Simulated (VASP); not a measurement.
# Si10H4Cl in VASP: a series of runs

The runs below take Si10H4Cl through single point, with PBEsol.

Everything below comes from runs of VASP 6.6.1. Logs are shortened: lines on timing, memory, paths and dates and some standing lists are left out, and cuts for length are marked.

**1. The cell of the first run**

The cell holds a slab with vacuum, 30 atoms: a = 7.679 Å, b = 7.679 Å, c = 19.256 Å, α = 90.00°, β = 90.00°, γ = 90.00°.

**2. Single point, PBEsol**

INCAR

```
SYSTEM = Si10H4Cl
ALGO = Normal ; EDIFF = 1E-7
ENCUT = 520 ; GGA = PS
ISIF = 2 ; ISMEAR = -1
LASPH = .TRUE. ; LCHARG = .FALSE.
LREAL = Auto ; LWAVE = .FALSE.
NBANDS = 72 ; NELM = 80
PREC = Accurate ; SIGMA = 0.02
```

KPOINTS

```
k-points
0
G
  2 2 1
  0 0 0
```

POSCAR

```
Si10H4Cl
1.0
    7.6791800000      0.0000000000      0.0000000000
    0.0000000000      7.6791800000      0.0000000000
    0.0000000000      0.0000000000     19.2555000000
H Si Cl
8 20 2
Direct
    0.4093920184      0.0000000000      0.0519332139
    0.0906079816      0.0000000000      0.0519332139
    0.9093920184      0.0000000000      0.0519332139
    0.5906079816      0.0000000000      0.0519332139
    0.4093920184      0.5000000000      0.0519332139
    0.0906079816      0.5000000000      0.0519332139
    0.9093920184      0.5000000000      0.0519332139
    0.5906079816      0.5000000000      0.0519332139
    0.2500000000      0.0000000000      0.0968814105
    0.7500000000      0.0000000000      0.0968814105
    0.2500000000      0.5000000000      0.0968814105
    0.7500000000      0.5000000000      0.0968814105
    0.2499941400      0.2500200542      0.1640462725
    0.7500487031      0.2491827252      0.1629902106
    0.2499628867      0.7501743676      0.1700978422
    0.7499756484      0.7482910936      0.1680138142
   -0.0010291463      0.2470287192      0.2319682688
    0.5010636552      0.2469917361      0.2319182052
   -0.0037504004      0.7479247784      0.2414054686
    0.5036998742      0.7479223042      0.2413698943
   -0.0292057225      0.0050272295      0.3082507855
    0.5290084358      0.0049764428      0.3082674041
   -0.0108468613      0.4871647754      0.3074502869
    0.5106956732      0.4871224532      0.3073143258
    0.2499369724      0.0919971924      0.3341380385
    0.7498898320      0.0719309874      0.3926955415
    0.2500131524      0.3895975872      0.3564449118
    0.7498695173      0.3863420313      0.3728391888
    0.7498545418      0.5116715587      0.4690949079
    0.2505103409      0.3183543035      0.4627451897
```

Potentials or basis: VASP PAW PBE potentials, release 64 (H, Si, Cl).

The run is started by

```sh
> cat potpaw_PBE.64/H/POTCAR potpaw_PBE.64/Si/POTCAR potpaw_PBE.64/Cl/POTCAR > POTCAR
> mpirun -np 1 vasp_std > vasp.out
```

OUTCAR:

```text
SYSTEM = Si10H4Cl
   EDIFF = 1E-7
   ENCUT = 520
   GGA = PS
   ISIF = 2
   ISMEAR = -1
   LASPH = .TRUE.
   LREAL = Auto
   NELM = 80
   PREC = Accurate

 ion  position               nearest neighbor table
   1  0.409  0.000  0.052-   9 1.50
   2  0.091  0.000  0.052-   9 1.50
   3  0.909  0.000  0.052-  10 1.50
   4  0.591  0.000  0.052-  10 1.50
   5  0.409  0.500  0.052-  11 1.50
   6  0.091  0.500  0.052-  11 1.50
   7  0.909  0.500  0.052-  12 1.50
   8  0.591  0.500  0.052-  12 1.50
   9  0.250  0.000  0.097-   1 1.50   2 1.50  13 2.31  15 2.38
  10  0.750  0.000  0.097-   3 1.50   4 1.50  14 2.30  16 2.37
  11  0.250  0.500  0.097-   5 1.50   6 1.50  13 2.31  15 2.38
  12  0.750  0.500  0.097-   7 1.50   8 1.50  14 2.31  16 2.35
  13  0.250  0.250  0.164-  11 2.31   9 2.31  18 2.33  17 2.33
  14  0.750  0.249  0.163-  10 2.30  12 2.31  18 2.33  17 2.33
  15  0.250  0.750  0.170-   9 2.38  11 2.38  20 2.38  19 2.38
  16  0.750  0.748  0.168-  12 2.35  20 2.36  19 2.36  10 2.37
  17  0.999  0.247  0.232-  14 2.33  13 2.33  23 2.35  21 2.38  25 3.00
  18  0.501  0.247  0.232-  14 2.33  13 2.33  24 2.35  22 2.38  25 3.00
  19  0.996  0.748  0.241-  16 2.36  21 2.36  23 2.37  15 2.38
  20  0.504  0.748  0.241-  16 2.36  22 2.37  24 2.37  15 2.38
  21  0.971  0.005  0.308-  25 2.30  19 2.36  17 2.38  26 2.41
  22  0.529  0.005  0.308-  25 2.30  20 2.37  18 2.38  26 2.41
  23  0.989  0.487  0.307-  27 2.34  17 2.35  28 2.36  19 2.37
  24  0.511  0.487  0.307-  27 2.34  18 2.35  28 2.36  20 2.37
  25  0.250  0.092  0.334-  22 2.30  21 2.30  27 2.33  17 3.00  18 3.00
  26  0.750  0.072  0.393-  22 2.41  21 2.41  28 2.44
  27  0.250  0.390  0.356-  30 2.12  25 2.33  24 2.34  23 2.34
  28  0.750  0.386  0.373-  29 2.09  23 2.36  24 2.36  26 2.44
  29  0.750  0.512  0.469-  28 2.09
  30  0.251  0.318  0.463-  27 2.12

  LATTYP: Found a simple tetragonal cell.
 ALAT       =     7.6791800000
 C/A-ratio  =     2.5074942898

  Lattice vectors:

 A1 = (   7.6791800000,   0.0000000000,   0.0000000000)
 A2 = (   0.0000000000,   7.6791800000,   0.0000000000)
 A3 = (   0.0000000000,   0.0000000000,  19.2555000000)

Analysis of symmetry for initial positions (statically):
=====================================================================
 Subroutine PRICEL returns:
 Original cell was already a primitive cell.

 Routine SETGRP: Setting up the symmetry group for a
 simple tetragonal supercell.

 Subroutine GETGRP returns: Found  1 space group operations
 (whereof  1 operations were pure point group operations)
 out of a pool of 16 trial point group operations.

The static configuration has the point symmetry C_1 .

Analysis of symmetry for dynamics (positions and initial velocities):
=====================================================================
 Subroutine PRICEL returns:
 Original cell was already a primitive cell.

 Routine SETGRP: Setting up the symmetry group for a
 simple tetragonal supercell.

 Subroutine GETGRP returns: Found  1 space group operations
 (whereof  1 operations were pure point group operations)
 out of a pool of 16 trial point group operations.

The dynamic configuration has the point symmetry C_1 .

 Subroutine INISYM returns: Found  1 space group operations
 (whereof  1 operations are pure point group operations),
 and found     1 'primitive' translations

----------------------------------------------------------------------------------------

                                     Primitive cell

  volume of cell :    1135.4931

  direct lattice vectors                    reciprocal lattice vectors
     7.679180000  0.000000000  0.000000000     0.130222237  0.000000000  0.000000000
     0.000000000  7.679180000  0.000000000     0.000000000  0.130222237  0.000000000
     0.000000000  0.000000000 19.255500000     0.000000000  0.000000000  0.051933214

  length of vectors
     7.679180000  7.679180000 19.255500000     0.130222237  0.130222237  0.051933214

  position of ions in fractional coordinates (direct lattice)
     0.409392018  0.000000000  0.051933214
     0.090607982  0.000000000  0.051933214
     0.909392018  0.000000000  0.051933214
     0.590607982  0.000000000  0.051933214
     0.409392018  0.500000000  0.051933214
     0.090607982  0.500000000  0.051933214
[... 22 lines left out ...]
     0.749854542  0.511671559  0.469094908
     0.250510341  0.318354304  0.462745190

  ion indices of the primitive-cell ions
   primitive index   ion index
                 1           1
                 2           2
                 3           3
                 4           4
                 5           5
                 6           6
[... 22 lines left out ...]
                29          29
                30          30

----------------------------------------------------------------------------------------

 KPOINTS: k-points

Automatic generation of k-mesh.
 Grid dimensions read from file:
 generate k-points for:    2    2    1

 Generating k-lattice:

  Cartesian coordinates                     Fractional coordinates (reciprocal lattice)
     0.065111119  0.000000000  0.000000000     0.500000000  0.000000000  0.000000000
     0.000000000  0.065111119  0.000000000     0.000000000  0.500000000  0.000000000
     0.000000000  0.000000000  0.051933214     0.000000000  0.000000000  1.000000000

  Length of vectors
     0.065111119  0.065111119  0.051933214

  Shift w.r.t. Gamma in fractional coordinates (k-lattice)
     0.000000000  0.000000000  0.000000000

 Subroutine IBZKPT returns following result:
 ===========================================

 Found      4 irreducible k-points:

 Following reciprocal coordinates:
            Coordinates               Weight
  0.000000  0.000000  0.000000      1.000000
  0.500000  0.000000  0.000000      1.000000
  0.000000  0.500000  0.000000      1.000000
  0.500000  0.500000  0.000000      1.000000
   k-points           NKPTS =      4   k-points in BZ     NKDIM =      4   number of bands    NBANDS=     72
   number of dos      NEDOS =    301   number of ions     NIONS =     30
   total plane-waves  NPLWV = 518400
   dimension x,y,z NGX =    60 NGY =   60 NGZ =  144
   dimension x,y,z NGXF=   120 NGYF=  120 NGZF=  288
   ions per type =               8  20   2
   NGX,Y,Z   is equivalent  to a cutoff of  12.99, 12.99, 12.43 a.u.
   NGXF,Y,Z  is equivalent  to a cutoff of  25.98, 25.98, 24.87 a.u.
 SYSTEM =  Si10H4Cl
   PREC   = accura    normal or accurate (medium, high low for compatibility)
   ISTART =      0    job   : 0-new  1-cont  2-samecut
   ICHARG =      2    charge: 1-file 2-atom 10-const
   ISPIN  =      1    spin polarized calculation?
   LNONCOLLINEAR =      F non collinear calculations
   LSORBIT =      F    spin-orbit coupling
   LASPH  =      T    aspherical Exc in radial PAW
   ENCUT  =  520.0 eV  38.22 Ry    6.18 a.u.  14.28 14.28 35.80*2*pi/ulx,y,z
   NELM   =     80;   NELMIN=  2; NELMDL= -5     # of ELM steps
   EDIFF  = 0.1E-06   stopping-criterion for ELM
   LREAL  =      T    real-space projection
   EDIFFG = 0.1E-05   stopping-criterion for IOM
   NSW    =      0    number of steps for IOM
   IBRION =     -1    ionic relax: 0-MD 1-quasi-New 2-CG
   NFREE  =      0    steps in history (QN), initial steepest desc. (CG)
   ISIF   =      2    stress and relaxation
   ISYM   =      2    0-nonsym 1-usesym 2-fastsym
   POTIM  = 0.5000    time-step for ionic-motion
   TEBEG  =    0.0;   TEEND  =   0.0 temperature during run
   PSTRESS=    0.0 pullay stress
   NELECT =     102.0000    total number of electrons
   NUPDOWN=      -1.0000    fix difference up-down
   EMIN   =  10.00;   EMAX   =-10.00  energy-range for DOS
   EFERMI =   0.00;   METHOD = LEGACY
   ISMEAR =    -1;   SIGMA  =   0.02  broadening in eV -4-tet -1-fermi 0-gaus
   EFERMI_NEDOS =   21; number of points for ismear=-14 and -15
   IALGO  =     38    algorithm
   IMIX   =      4    mixing-type and parameters
     AMIX     =   0.40;   BMIX     =  1.00
     AMIX_MAG =   1.60;   BMIX_MAG =  1.00
  volume/ion in A,a.u.               =      37.85       255.42
  Fermi-wavevector in a.u.,A,eV,Ry     =   0.733185  1.385518  7.313945  0.537560
  Thomas-Fermi vector in A             =   1.825831
   LORBIT       =      0    0 simple, 1 ext, 2 COOP (PROOUT), +10 PAW based schemes
   GGA     = PS    functional components
   LHFCALC =     F    Hartree Fock is set to
   AEXX    =    0.0000 exact exchange contribution
   IVDW    =     0    specifies the selected vdW correction
   LEPSILON=     F    determine dielectric tensor
   LRPA    =     F    only Hartree local field effects (RPA)
 non-spin polarized calculation
  energy-cutoff  :      520.00
  volume of cell :     1135.49
 maximum number of plane-waves:     30548
 NGX is ok and might be reduce to    60
   NGX = 29   NGY = 29   NGZ = 71

 number of electron     102.0000002 magnetization

 Free energy of the ion-electron system (eV)
  ---------------------------------------------------
  ext. energy  EPLUGINS =         0.00000000
  ---------------------------------------------------
  free energy    TOTEN  =      -141.85173276 eV

  energy without entropy =     -141.85172143  energy(sigma->0) =     -141.85172710

 E-fermi :  -0.6959     XC(G=0):  -4.6582

 val. band max:       -0.8931500768   @ k =   0.5000   0.5000   0.0000
 cond. band min:      -0.4985717554   @ k =   0.0000   0.0000   0.0000
 fundamental gap:      0.3945783214
 Fermi energy:        -0.6958973534

 k-point     1 :       0.0000    0.0000    0.0000
  band No.  band energies     occupation
      1     -16.7406      2.00000
      2     -16.3377      2.00000
      3     -12.4798      2.00000
      4     -11.2687      2.00000
      5     -10.6054      2.00000
      6     -10.5332      2.00000
[... 55 lines left out ...]
     62       1.6667      0.00000
     63       1.9688      0.00000

 k-point     2 :       0.5000    0.0000    0.0000
  band No.  band energies     occupation
      1     -16.7368      2.00000
      2     -16.3420      2.00000
      3     -12.0447      2.00000
      4     -11.8447      2.00000
      5     -10.8523      2.00000
      6     -10.7205      2.00000
[... 55 lines left out ...]
     62       2.0257      0.00000
     63       2.1270      0.00000

 k-point     3 :       0.0000    0.5000    0.0000
  band No.  band energies     occupation
      1     -16.7405      2.00000
      2     -16.3375      2.00000
      3     -12.2115      2.00000
      4     -11.5989      2.00000
      5     -10.9404      2.00000
      6     -10.3574      2.00000
[... 55 lines left out ...]
     62       2.0783      0.00000
     63       2.0823      0.00000

 k-point     4 :       0.5000    0.5000    0.0000
  band No.  band energies     occupation
      1     -16.7367      2.00000
      2     -16.3418      2.00000
      3     -11.8210      2.00000
      4     -11.4844      2.00000
      5     -11.1154      2.00000
      6     -11.0482      2.00000
[... 55 lines left out ...]
     62       2.5523      0.00000
     63       2.7260      0.00000
 [bands above 63 left out]

------------------------ aborting loop because EDIFF is reached ----------------------------------------

  FORCE on cell =-STRESS in cart. coord.  units (eV):
  Direction    XX          YY          ZZ          XY          YZ          ZX
  --------------------------------------------------------------------------------------
  -------------------------------------------------------------------------------------
  Total       13.5831554      0.3616062      1.0637713      0.0045983      1.7284803     -0.0086428
  in kB       19.1657913      0.5102252      1.5009781      0.0064883      2.4388805     -0.0121950
  external PRESSURE =       7.0589982 kB  Pullay stress =       0.0000000 kB

 VOLUME and BASIS-vectors are now :
 -----------------------------------------------------------------------------
  energy-cutoff  :      520.00
  volume of cell :     1135.49
      direct lattice vectors                 reciprocal lattice vectors
     7.679180000  0.000000000  0.000000000     0.130222237  0.000000000  0.000000000
     0.000000000  7.679180000  0.000000000     0.000000000  0.130222237  0.000000000
     0.000000000  0.000000000 19.255500000     0.000000000  0.000000000  0.051933214

 POSITION                                       TOTAL-FORCE (eV/Angst)
 -----------------------------------------------------------------------------------
      3.14379      0.00000      1.00000        -0.474678     -0.077339     -0.034269
      0.69580      0.00000      1.00000         0.474851     -0.077309     -0.034759
      6.98338      0.00000      1.00000        -0.482178     -0.081303     -0.057938
      4.53539      0.00000      1.00000         0.481933     -0.080497     -0.057561
      3.14379      3.83959      1.00000        -0.469990      0.083641     -0.029168
      0.69580      3.83959      1.00000         0.470214      0.083477     -0.029546
[... 22 lines left out ...]
      5.75827      3.92922      9.03266        -0.000127     -0.017864     -0.038555
      1.92371      2.44470      8.91039        -0.000850      0.296383      0.108092
 -----------------------------------------------------------------------------------
    total drift:                                0.000478     -0.000884      0.001031

  FREE ENERGIE OF THE ION-ELECTRON SYSTEM (eV)
  ---------------------------------------------------
  free  energy   TOTEN  =      -141.8517327617 eV

  energy  without entropy=     -141.8517214288  energy(sigma->0) =     -141.85172710
```

Wall time 19 min (1 thread of Oxide Virtual Turin-like, shared host); peak memory 1 GiB.

Results:

| Quantity | Value |
| --- | --- |
| Free energy | -141.8517 eV |
| Largest force | 0.493 eV/Å |
| Band gap on the k mesh | 0.39 eV (least direct gap 0.77 eV) |

Forces on the atoms (eV/Å):
```
H   -0.475 -0.077 -0.034
H    0.475 -0.077 -0.035
H   -0.482 -0.081 -0.058
H    0.482 -0.080 -0.058
H   -0.470  0.084 -0.029
H    0.470  0.083 -0.030
H   -0.487  0.043 -0.065
H    0.487  0.042 -0.065
Si  -0.002 -0.267  0.175
Si   0.001 -0.346 -0.048
Si  -0.001  0.298  0.176
Si   0.000  0.200 -0.081
Si   0.000  0.004 -0.001
Si   0.000 -0.004  0.006
Si   0.000 -0.003  0.000
Si   0.003 -0.007 -0.009
Si   0.015  0.000  0.003
Si  -0.014 -0.009  0.003
Si   0.003 -0.023  0.001
Si  -0.005 -0.019  0.001
Si  -0.015 -0.025 -0.003
Si   0.018 -0.023 -0.010
Si   0.025 -0.004  0.009
Si  -0.018 -0.003  0.021
Si  -0.005 -0.009 -0.103
Si   0.001  0.000 -0.008
Si  -0.001 -0.008  0.143
Si  -0.004  0.034  0.030
Cl   0.000 -0.018 -0.039
Cl  -0.001  0.296  0.108
```

Caveat: there is no dipole correction, which matters where the two faces differ; semilocal functionals underestimate gaps, and a narrow one can read as zero; the PAW data sets were made with another functional, which shifts forces and pressure a little.

**3. Single point, PBEsol**

INCAR

```
PREC = Accurate
ENCUT = 520
EDIFF = 1E-6
ISMEAR = -1
SIGMA = 0.02
LREAL = Auto
LASPH = True
NELM = 80
ALGO = Normal
ISIF = 2
LWAVE = False
LCHARG = False
GGA = PS
NBANDS = 72
```

KPOINTS

```
Automatic mesh
0
Gamma
  2 2 1
```

POSCAR

```
Si10H4Cl
1.0
    7.6791800000      0.0000000000      0.0000000000
    0.0000000000      7.6791800000      0.0000000000
    0.0000000000      0.0000000000     19.2555000000
H Si Cl
8 20 2
Direct
    0.4093920184      0.0000000000      0.0519332139
    0.0906079816      0.0000000000      0.0519332139
    0.9093920184      0.0000000000      0.0519332139
    0.5906079816      0.0000000000      0.0519332139
    0.4093920184      0.5000000000      0.0519332139
    0.0906079816      0.5000000000      0.0519332139
    0.9093920184      0.5000000000      0.0519332139
    0.5906079816      0.5000000000      0.0519332139
    0.2500000000      0.0000000000      0.0968814105
    0.7500000000      0.0000000000      0.0968814105
    0.2500000000      0.5000000000      0.0968814105
    0.7500000000      0.5000000000      0.0968814105
    0.2575498947      0.2503203467      0.1633613773
    0.7590621655      0.2487261661      0.1637532653
    0.2483309416      0.7501644707      0.1699390304
    0.7485476314      0.7481723309      0.1681054244
    0.0101618923      0.2474729073      0.2337258446
    0.5076166987      0.2476177144      0.2309620628
   -0.0054445917      0.7477264500      0.2416331957
    0.5009748437      0.7461404733      0.2409328763
   -0.0398037290      0.0019891447      0.3103606242
    0.5125034183      0.0056809451      0.3060718236
   -0.0096908785      0.4882961462      0.3083082236
    0.5051670882      0.4857611099      0.3071101763
    0.2350421529      0.0973158592      0.3345258757
    0.7347952516      0.0744415419      0.3910310301
    0.2469789743      0.3962380098      0.3621979694
    0.7466827187      0.3894531708      0.3719140505
    0.7508399334      0.5130620717      0.4684126094
    0.2554142500      0.3891759276      0.4700757186
```

Potentials or basis: VASP PAW PBE potentials, release 64 (H, Si, Cl).

The run is started by

```sh
> cat potpaw_PBE.64/H/POTCAR potpaw_PBE.64/Si/POTCAR potpaw_PBE.64/Cl/POTCAR > POTCAR
> mpirun -np 1 vasp_std > vasp.out
```

Run time: 15 min. Hardware: 1 thread of Oxide Virtual Turin-like, shared host; peak memory 1 GiB.

It converged, with:

```yaml
Free_energy: -142.0314 eV
Largest_force: 0.523 eV/Å
Band_gap_on_the_k_mesh: 0.33 eV (least direct gap 0.70 eV)
```

Forces in eV/Å, atoms in the order of the input:
```
H   -0.475 -0.105 -0.058
H    0.467 -0.053 -0.031
H   -0.492 -0.118 -0.079
H    0.450 -0.014 -0.028
H   -0.465  0.125 -0.047
H    0.482  0.055 -0.038
H   -0.508  0.089 -0.089
H    0.451 -0.042 -0.026
Si  -0.004 -0.294  0.140
Si   0.089 -0.333  0.027
Si  -0.081  0.337  0.105
Si   0.169  0.149  0.004
Si   0.020  0.008 -0.007
Si   0.024  0.002  0.005
Si  -0.007 -0.003 -0.002
Si   0.002 -0.005 -0.004
Si   0.037 -0.002  0.017
Si   0.016 -0.002 -0.001
Si  -0.004  0.003  0.007
Si  -0.011 -0.001  0.005
Si  -0.044 -0.010  0.015
Si  -0.026  0.008 -0.010
Si   0.000  0.011  0.004
Si  -0.009  0.007  0.007
Si  -0.039  0.005  0.018
Si  -0.039 -0.009 -0.011
Si  -0.011  0.018  0.078
Si  -0.009  0.018  0.023
Cl   0.003 -0.019 -0.039
Cl   0.013  0.176  0.016
```

Levels at points of the mesh, in eV from the valence-band top:
| k point | band 47 | band 48 | band 49 | band 50 | band 51 | band 52 | band 53 | band 54 | band 55 | band 56 |
| --- | --- | --- | --- | --- | --- | --- | --- | --- | --- | --- |
| (0.00, 0.00, 0.00) | -1.00 | -0.86 | -0.61 | -0.49 | -0.48 | 0.33 | 1.06 | 1.31 | 1.55 | 1.76 |
| (0.50, 0.00, 0.00) | -1.11 | -0.92 | -0.76 | -0.73 | -0.17 | 0.80 | 1.62 | 1.77 | 2.02 | 2.19 |
| (0.00, 0.50, 0.00) | -1.27 | -1.19 | -0.56 | -0.32 | -0.30 | 0.41 | 1.52 | 1.70 | 1.90 | 1.93 |
| (0.50, 0.50, 0.00) | -1.41 | -1.37 | -1.17 | -0.88 | 0.00 | 0.93 | 1.94 | 2.01 | 2.15 | 2.30 |

Caveat: there is no dipole correction, which matters where the two faces differ; semilocal functionals underestimate gaps, and a narrow one can read as zero; the PAW data sets were made with another functional, which shifts forces and pressure a little.
